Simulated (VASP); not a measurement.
B2F:

```
B F
1.0
     3.04240    0.00000    0.00000
    -1.52120    2.63479    0.00000
     0.00000    0.00000    3.54818
B F
2 1
Direct
  0.33333 0.66667 0.50000
  0.66667 0.33333 0.50000
  0.00000 0.00000 0.00000
```

The cell was generated, and may not be a known phase.

| Quantity | Value |
| --- | --- |
| Program | VASP 6.6.1 |
| Task | relaxation of cell and atoms |
| Functional | PBE |
| Potentials or basis | VASP PAW PBE potentials, release 64 (B, F) |
| Cutoff | 600 eV |
| k mesh | 6 × 6 × 6 |
| Occupations | gaussian, width 0.1 eV |
| Spin | no spin polarisation |

At the start: pressure -2.2 GPa; volume 9.48 Å³/atom.

Problem. How do energy, volume and symmetry change on relaxing?

Solution. Over 4 steps the energy falls by 48.8 meV/atom and the volume is 9.59 Å³/atom (+1.1 %); space group P6/mmm (No. 191, to 0.1 Å) before and after.

Step by step:
```
step  energy change (eV)  largest force (eV/Å)  pressure (GPa)  volume (Å³)
   1              0.0000                0.0000           -2.16        28.44
   2             -0.1218                0.0000            2.88        27.88
   3             -0.1281                0.0000            4.71        27.70
   4             -0.1463                0.0000            0.43        28.76
```

Final structure:
```
CELL_PARAMETERS angstrom
2.95001 0.00000 0.00000
-1.47501 2.55479 0.00000
0.00000 0.00000 3.81623
ATOMIC_POSITIONS crystal
B 0.33333 0.66667 0.50000
B 0.66667 0.33333 0.50000
F 0.00000 0.00000 0.00000
```

Caveat: the k points lie up to 0.41 Å⁻¹ apart in the final cell, too coarse for converged energies and pressures of a metal; an odd number of electrons without spin polarisation forces a metal; a magnetic or distorted state may lie lower.
